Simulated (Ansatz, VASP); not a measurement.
**Two plane-wave programs on Pd**

The input INCAR:

```
SYSTEM = Pd
  ALGO = Normal
  EDIFF = 1E-6
  ENCUT = 500
  GGA = RE
  GGA_COMPAT = .False.
  ISIF = 2
  ISMEAR = -1
  LASPH = .True.
  LCHARG = .False.
  LREAL = .False.
  LWAVE = .False.
  NBANDS = 11
  NELM = 120
  PREC = Accurate
  SIGMA = 0.1
```

File KPOINTS:

```
k-points
0
Gamma
  16 16 16
  0 0 0
```

Contents of POSCAR:

```
Pd
1.0
   -1.6018575790      1.6018575790      1.6018575790
    1.6018575790     -1.6018575790      1.6018575790
    1.6018575790      1.6018575790     -1.6018575790
Pd
1
Direct
    0.0000000000      0.0000000000      0.0000000000
```

Input for Ansatz:

```yaml
crystal:
  lattice:
    - [-1.601857579, 1.601857579, 1.601857579]
    - [1.601857579, -1.601857579, 1.601857579]
    - [1.601857579, 1.601857579, -1.601857579]
  atoms:
    - { symbol: Pd, position: [0.0, 0.0, 0.0] }
hamiltonian:
  xc: revpbe
  pseudopotentials:
    kind: paw
    azcp:
      Pd: "pseudopotentials/Pd.paw.azcp"
basis:
  ecutwfc: 420
  fft_grid_basis: typed
kpoints:
  mp_grid: { grid: [16, 16, 16], shift: [0, 0, 0] }
magnetization:
  spin_polarized: false
scf:
  occupations: { method: fermi_dirac, width: 0.1 }
  lower_state_search: "off"
output:
  stress: true
  write_density: true
  write_potential: true
  elf: true
  volumetric_format: npy
```

Alike in both runs: task single point; functional revPBE; k mesh 16 × 16 × 16; occupations fermi-dirac, width 0.1 eV; no spin polarisation.

```csv
,VASP,Ansatz
version,VASP 6.6.1,Ansatz 0.2.0
potentials or method,"VASP PAW PBE potentials, release 64 (Pd), cutoff 500 eV","plane waves (420 eV) with PAW, scalar-relativistic"
valence electrons in the cell,10,18
```

|  | VASP | Ansatz | Ansatz less VASP |
| --- | --- | --- | --- |
| pressure (GPa) | -5.4 | -5.3 | +0.15 |

VASP's potentials were made for PBE, not for revPBE. VASP's potentials hold 10 valence electrons a cell and Ansatz's 18, so a difference there can come from the potentials and not from the codes.
